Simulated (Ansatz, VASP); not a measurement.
# One calculation of Al, two programs

```xyz
1
Lattice="-1.5248 1.5248 1.5248 1.5248 -1.5248 1.5248 1.5248 1.5248 -1.5248" Properties=species:S:1:pos:R:3 pbc="T T T"
Al    0.0000    0.0000    0.0000
```

Alike in both runs: task single point; functional r2SCAN; k mesh 13 × 13 × 13; occupations gaussian, width 0.1 eV; no spin polarisation.

```csv
,VASP,Ansatz
version,VASP 6.6.1,Ansatz 0.2.0
potentials or method,"VASP PAW PBE potentials, release 64 (Al), cutoff 520 eV","plane waves, PAW"
valence electrons in the cell,3,3
```

```tsv
	VASP	Ansatz	Ansatz less VASP
pressure (GPa)	14.5	14.9	+0.43
```

VASP's potentials were made for PBE, not for r2SCAN.
